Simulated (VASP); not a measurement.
The system is K2S.

```xyz
3
Lattice="0.0000 3.7027 3.7027 3.7027 0.0000 3.7027 3.7027 3.7027 0.0000" Properties=species:S:1:pos:R:3 pbc="T T T"
K     5.5541    5.5541    5.5541
K     1.8514    1.8514    1.8514
S     0.0000    0.0000    0.0000
```

Base run:

| Item | Value |
| --- | --- |
| Program | VASP 6.6.1 |
| Functional | PBE |
| Potentials or basis | VASP PAW PBE potentials, release 64 (K_sv, S) |
| Cutoff | 500 eV |
| k mesh | 4 × 4 × 4 |
| Occupations | gaussian, width 0.01 eV |
| Spin | no spin polarisation |

Its results: band gap on the k mesh 2.38 eV (least direct gap 2.57 eV); pressure 0.5 GPa.

Q: The run is repeated on the same cell with these changes: functional from PBE to PBE0; cutoff from 500 eV to 400 eV. What comes out?

A: Band gap on the k mesh 4.02 eV (least direct gap 4.20 eV); pressure 0.1 GPa.

Caveats: the PAW data sets were made with another functional, which shifts forces and pressure a little (at least some runs).

A k mesh can miss the band edges.
